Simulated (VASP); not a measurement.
# KCl (Sylvite) (I4/mmm) in VASP: single point with r2SCAN

Aim: the single point of KCl (Sylvite) with r2SCAN.

All numbers are computed with VASP 6.6.1; they aren't measurements. Logs are shortened: lines on timing, memory, paths and dates and some standing lists are left out, and cuts for length are marked.

## Step 1: The cell of the first run

Symmetry: I4/mmm, No. 139, tetragonal system. The conventional cell has a = 4.579 Å, b = 4.579 Å, c = 6.246 Å, α = 90.00°, β = 90.00°, γ = 90.00°. Within 4.1 Å of K (site symmetry 4/mmm) lie 6 Cl at 3.12 to 3.24 Å. Cl (site symmetry 4/mmm) has 6 K at 3.12 to 3.24 Å within 4.1 Å.

## Step 2: Single point, r2SCAN (epitaxial xy strain +3.0%)

File POSCAR:

```
KCl
1.0
    0.0000000000      3.2376201114      3.1232421439
    3.2376201114      0.0000000000      3.1232421439
    3.2376201114      3.2376201114      0.0000000000
K Cl
1 1
Direct
    0.0000000000      0.0000000000      0.0000000000
    0.5000000000      0.5000000000      0.5000000000
```

File INCAR.step1:

```
  PREC = Accurate
  ENCUT = 520
  ISMEAR = 0
  SIGMA = 0.01
  LREAL = False
  LASPH = True
  NELM = 60
  NBANDS = 15
  GGA = PE
  ALGO = Normal
  EDIFF = 1E-4
  LWAVE = True
  LCHARG = False
```

File INCAR.step2:

```
  PREC = Accurate
  ENCUT = 520
  EDIFF = 1E-7
  ISMEAR = 0
  SIGMA = 0.01
  LREAL = False
  LASPH = True
  NELM = 60
  ALGO = Normal
  ISIF = 2
  LWAVE = False
  LCHARG = False
  METAGGA = R2SCAN
  LMIXTAU = True
  NBANDS = 15
  ISTART = 1
```

File KPOINTS:

```
Automatic mesh
0
Gamma
  8 8 8
```

Potentials or basis: VASP PAW PBE potentials, release 64 (K_sv, Cl).

The run is started by

```
$ cat potpaw_PBE.64/K_sv/POTCAR potpaw_PBE.64/Cl/POTCAR > POTCAR
$ cp INCAR.step1 INCAR
$ mpirun -np 1 vasp_std > vasp.out
$ cp INCAR.step2 INCAR
$ mpirun -np 1 vasp_std > vasp.out
```

OUTCAR:

```text
PREC = Accurate
   ENCUT = 520
   EDIFF = 1E-7
   ISMEAR = 0
   LREAL = False
   LASPH = True
   NELM = 60
   ISIF = 2
   METAGGA = R2SCAN
   ISTART = 1

 ion  position               nearest neighbor table
   1  0.000  0.000  0.000-   2 3.12   2 3.12   2 3.24   2 3.24   2 3.24   2 3.24
   2  0.500  0.500  0.500-   1 3.12   1 3.12   1 3.24   1 3.24   1 3.24   1 3.24

  LATTYP: Found a body centered tetragonal cell.
 ALAT       =     4.5786862714
 C/A-ratio  =     1.3642525208

  Lattice vectors:

 A1 = (   0.0000000000,  -3.2376201114,  -3.1232421439)
 A2 = (   0.0000000000,   3.2376201114,  -3.1232421439)
 A3 = (   3.2376201114,   0.0000000000,   3.1232421439)

Analysis of symmetry for initial positions (statically):
=====================================================================
 Subroutine PRICEL returns:
 Original cell was already a primitive cell.

 Routine SETGRP: Setting up the symmetry group for a
 body centered tetragonal supercell.

 Subroutine GETGRP returns: Found 16 space group operations
 (whereof 16 operations were pure point group operations)
 out of a pool of 16 trial point group operations.

The static configuration has the point symmetry D_4h.

Analysis of symmetry for dynamics (positions and initial velocities):
=====================================================================
 Subroutine PRICEL returns:
 Original cell was already a primitive cell.

 Routine SETGRP: Setting up the symmetry group for a
 body centered tetragonal supercell.

 Subroutine GETGRP returns: Found 16 space group operations
 (whereof 16 operations were pure point group operations)
 out of a pool of 16 trial point group operations.

The dynamic configuration has the point symmetry D_4h.

 Subroutine INISYM returns: Found 16 space group operations
 (whereof 16 operations are pure point group operations),
 and found     1 'primitive' translations

----------------------------------------------------------------------------------------

                                     Primitive cell

  volume of cell :      65.4768

  direct lattice vectors                    reciprocal lattice vectors
     0.000000000  3.237620111  3.123242144    -0.154434425  0.154434425  0.160090053
     3.237620111  0.000000000  3.123242144     0.154434425 -0.154434425  0.160090053
     3.237620111  3.237620111  0.000000000     0.154434425  0.154434425 -0.160090053

  length of vectors
     4.498535926  4.498535926  4.578686271     0.270792925  0.270792925  0.270792925

  position of ions in fractional coordinates (direct lattice)
     0.000000000  0.000000000  0.000000000
     0.500000000  0.500000000  0.500000000

  ion indices of the primitive-cell ions
   primitive index   ion index
                 1           1
                 2           2

----------------------------------------------------------------------------------------

 KPOINTS: Automatic mesh

Automatic generation of k-mesh.
 Grid dimensions read from file:
 generate k-points for:    8    8    8

 Generating k-lattice:

  Cartesian coordinates                     Fractional coordinates (reciprocal lattice)
    -0.019304303  0.019304303  0.020011257     0.125000000  0.000000000  0.000000000
     0.019304303 -0.019304303  0.020011257     0.000000000  0.125000000  0.000000000
     0.019304303  0.019304303 -0.020011257    -0.000000000 -0.000000000  0.125000000

  Length of vectors
     0.033849116  0.033849116  0.033849116

  Shift w.r.t. Gamma in fractional coordinates (k-lattice)
     0.000000000  0.000000000  0.000000000

 Subroutine IBZKPT returns following result:
 ===========================================

 Found     59 irreducible k-points:

 Following reciprocal coordinates:
            Coordinates               Weight
  0.000000  0.000000  0.000000      1.000000
  0.125000  0.000000  0.000000      8.000000
  0.250000  0.000000  0.000000      8.000000
  0.375000  0.000000  0.000000      8.000000
  0.500000  0.000000  0.000000      4.000000
  0.125000  0.125000  0.000000      2.000000
[... 16 lines left out ...]
  0.250000  0.000000  0.125000     16.000000
  0.375000  0.000000  0.125000     16.000000
 [... further k-points ...]
   k-points           NKPTS =     59   k-points in BZ     NKDIM =     59   number of bands    NBANDS=     15
   number of dos      NEDOS =    301   number of ions     NIONS =      2
   total plane-waves  NPLWV =  46656
   dimension x,y,z NGX =    36 NGY =   36 NGZ =   36
   dimension x,y,z NGXF=    72 NGYF=   72 NGZF=   72
   ions per type =               1   1
   NGX,Y,Z   is equivalent  to a cutoff of  13.30, 13.30, 13.07 a.u.
   NGXF,Y,Z  is equivalent  to a cutoff of  26.61, 26.61, 26.14 a.u.
 SYSTEM =  unknown system
   PREC   = accura    normal or accurate (medium, high low for compatibility)
   ISTART =      1    job   : 0-new  1-cont  2-samecut
   ICHARG =      0    charge: 1-file 2-atom 10-const
   ISPIN  =      1    spin polarized calculation?
   LNONCOLLINEAR =      F non collinear calculations
   LSORBIT =      F    spin-orbit coupling
   LASPH  =      T    aspherical Exc in radial PAW
   ENCUT  =  520.0 eV  38.22 Ry    6.18 a.u.   8.36  8.36  8.51*2*pi/ulx,y,z
   NELM   =     60;   NELMIN=  2; NELMDL=  0     # of ELM steps
   EDIFF  = 0.1E-06   stopping-criterion for ELM
   LREAL  =      F    real-space projection
   EDIFFG = 0.1E-05   stopping-criterion for IOM
   NSW    =      0    number of steps for IOM
   IBRION =     -1    ionic relax: 0-MD 1-quasi-New 2-CG
   NFREE  =      0    steps in history (QN), initial steepest desc. (CG)
   ISIF   =      2    stress and relaxation
   ISYM   =      2    0-nonsym 1-usesym 2-fastsym
   POTIM  = 0.5000    time-step for ionic-motion
   TEBEG  =    0.0;   TEEND  =   0.0 temperature during run
   PSTRESS=    0.0 pullay stress
   NELECT =      16.0000    total number of electrons
   NUPDOWN=      -1.0000    fix difference up-down
   EMIN   =  10.00;   EMAX   =-10.00  energy-range for DOS
   EFERMI =   0.00;   METHOD = LEGACY
   ISMEAR =     0;   SIGMA  =   0.01  broadening in eV -4-tet -1-fermi 0-gaus
   EFERMI_NEDOS =   21; number of points for ismear=-14 and -15
   IALGO  =     38    algorithm
   IMIX   =      4    mixing-type and parameters
     AMIX     =   0.40;   BMIX     =  1.00
     AMIX_MAG =   1.60;   BMIX_MAG =  1.00
  volume/ion in A,a.u.               =      32.74       220.93
  Fermi-wavevector in a.u.,A,eV,Ry     =   1.023495  1.934125 14.252672  1.047542
  Thomas-Fermi vector in A             =   2.157231
   LORBIT       =      0    0 simple, 1 ext, 2 COOP (PROOUT), +10 PAW based schemes
   METAGGA = R2SCAN    functional components
   LHFCALC =     F    Hartree Fock is set to
   AEXX    =    0.0000 exact exchange contribution
   IVDW    =     0    specifies the selected vdW correction
   LEPSILON=     F    determine dielectric tensor
   LRPA    =     F    only Hartree local field effects (RPA)
 non-spin polarized calculation
 Gauss-broadening in eV      SIGMA  =   0.01
  energy-cutoff  :      520.00
  volume of cell :       65.48
 maximum number of plane-waves:      1788
 NGX is ok and might be reduce to    36
   NGX = 17   NGY = 17   NGZ = 17

 number of electron      15.9999999 magnetization

 Free energy of the ion-electron system (eV)
  ---------------------------------------------------
  ext. energy  EPLUGINS =         0.00000000
  ---------------------------------------------------
  free energy    TOTEN  =       -16.49264749 eV

  energy without entropy =      -16.49264749  energy(sigma->0) =      -16.49264749

 E-fermi :  -2.2763     XC(G=0):  -7.7303

 val. band max:       -2.4383981478   @ k =   0.0000   0.0000   0.0000
 cond. band min:       3.2020095412   @ k =   0.0000   0.0000   0.0000
 fundamental gap:      5.6404076890
 Fermi energy:        -2.2762640832

 k-point     1 :       0.0000    0.0000    0.0000
  band No.  band energies     occupation
      1     -30.8431      2.00000
      2     -15.0697      2.00000
      3     -13.5358      2.00000
      4     -13.5358      2.00000
      5     -13.5293      2.00000
      6      -2.4587      2.00000
      7      -2.4587      2.00000
      8      -2.4384      2.00000
      9       3.2020      0.00000
     10       6.4868      0.00000
     11       6.4868      0.00000
     12       6.7074      0.00000
     13       7.4787      0.00000
     14       7.6722      0.00000
     15      10.7359      0.00000

 k-point     2 :       0.1250    0.0000    0.0000
  band No.  band energies     occupation
      1     -30.8420      2.00000
      2     -15.0936      2.00000
      3     -13.5376      2.00000
      4     -13.5334      2.00000
      5     -13.5005      2.00000
      6      -2.6213      2.00000
      7      -2.5019      2.00000
      8      -2.4903      2.00000
      9       3.5575      0.00000
     10       6.3903      0.00000
     11       6.6854      0.00000
     12       6.8366      0.00000
     13       7.6764      0.00000
     14       7.8813      0.00000
     15      11.3480      0.00000

 k-point     3 :       0.2500    0.0000    0.0000
  band No.  band energies     occupation
      1     -30.8391      2.00000
      2     -15.1478      2.00000
      3     -13.5418      2.00000
      4     -13.5345      2.00000
      5     -13.4271      2.00000
      6      -2.9820      2.00000
      7      -2.6028      2.00000
      8      -2.5959      2.00000
      9       4.4095      0.00000
     10       6.2423      0.00000
     11       7.2491      0.00000
     12       7.3637      0.00000
     13       8.2217      0.00000
     14       8.4587      0.00000
     15      11.6646      0.00000

 k-point     4 :       0.3750    0.0000    0.0000
  band No.  band energies     occupation
      1     -30.8363      2.00000
      2     -15.1978      2.00000
      3     -13.5460      2.00000
      4     -13.5359      2.00000
      5     -13.3572      2.00000
      6      -3.2955      2.00000
      7      -2.6995      2.00000
      8      -2.6969      2.00000
      9       5.2355      0.00000
     10       6.3842      0.00000
     11       8.0752      0.00000
     12       8.1594      0.00000
     13       8.9361      0.00000
     14       9.2206      0.00000
     15      10.6557      0.00000
[... 307 lines left out ...]
 k-point    22 :       0.1250    0.0000    0.1250
  band No.  band energies     occupation
      1     -30.8417      2.00000
      2     -15.0887      2.00000
      3     -13.5412      2.00000
      4     -13.5362      2.00000
      5     -13.5034      2.00000
      6      -2.6828      2.00000
      7      -2.4935      2.00000
      8      -2.4770      2.00000
      9       3.6559      0.00000
     10       6.0676      0.00000
     11       6.8748      0.00000
     12       7.0825      0.00000
     13       7.7120      0.00000
     14       7.9124      0.00000
     15      11.4968      0.00000

 k-point    23 :       0.2500    0.0000    0.1250
  band No.  band energies     occupation
      1     -30.8395      2.00000
      2     -15.1159      2.00000
      3     -13.5459      2.00000
      4     -13.5403      2.00000
      5     -13.4656      2.00000
      6      -2.9210      2.00000
      7      -2.5769      2.00000
      8      -2.5518      2.00000
      9       4.3148      0.00000
     10       5.8464      0.00000
     11       7.3567      0.00000
     12       7.5562      0.00000
     13       8.0329      0.00000
     14       8.3557      0.00000
     15      11.7917      0.00000

 k-point    24 :       0.3750    0.0000    0.1250
  band No.  band energies     occupation
      1     -30.8366      2.00000
      2     -15.1569      2.00000
      3     -13.5511      2.00000
      4     -13.5438      2.00000
      5     -13.4093      2.00000
      6      -3.1774      2.00000
      7      -2.7042      2.00000
      8      -2.6520      2.00000
      9       5.1691      0.00000
     10       5.9945      0.00000
     11       7.9377      0.00000
     12       8.2981      0.00000
     13       8.6264      0.00000
     14       8.8769      0.00000
     15      10.5364      0.00000

 [... further k-points ...]
[... 5 lines left out ...]
  --------------------------------------------------------------------------------------
  -------------------------------------------------------------------------------------
  Total       -0.4937380     -0.4937380     -0.0018331      0.0000000     -0.0000000      0.0000000
  in kB      -12.0814689    -12.0814689     -0.0448538      0.0000000     -0.0000000      0.0000000
  external PRESSURE =      -8.0692639 kB  Pullay stress =       0.0000000 kB

 VOLUME and BASIS-vectors are now :
 -----------------------------------------------------------------------------
  energy-cutoff  :      520.00
  volume of cell :       65.48
      direct lattice vectors                 reciprocal lattice vectors
     0.000000000  3.237620111  3.123242144    -0.154434425  0.154434425  0.160090053
     3.237620111  0.000000000  3.123242144     0.154434425 -0.154434425  0.160090053
     3.237620111  3.237620111  0.000000000     0.154434425  0.154434425 -0.160090053

 POSITION                                       TOTAL-FORCE (eV/Angst)
 -----------------------------------------------------------------------------------
      0.00000      0.00000      0.00000         0.000000      0.000000     -0.000000
      3.23762      3.23762      3.12324         0.000000     -0.000000      0.000000
 -----------------------------------------------------------------------------------
    total drift:                                0.000000      0.000000      0.000000

  FREE ENERGIE OF THE ION-ELECTRON SYSTEM (eV)
  ---------------------------------------------------
  free  energy   TOTEN  =       -16.4926474883 eV

  energy  without entropy=      -16.4926474883  energy(sigma->0) =      -16.49264749
```

Run time: 3.6 min. Hardware: 1 thread of Intel Xeon Platinum 8259CL at 2.50GHz (Skylake/Cascade Lake), shared host; peak memory 0.24 GiB.

Results:

- Free energy: -16.4926 eV
- Pressure: -0.8 GPa
- Band gap on the k mesh: 5.64 eV, direct

Stress tensor (GPa, compression positive):
```
-1.21  0.00  0.00
 0.00 -1.21  0.00
 0.00  0.00  0.00
```

Caveat: the cell differs from its parent crystal (epitaxial xy strain +3.0%); the PAW data sets were made with another functional, which shifts forces and pressure a little. A k mesh can miss the band edges.
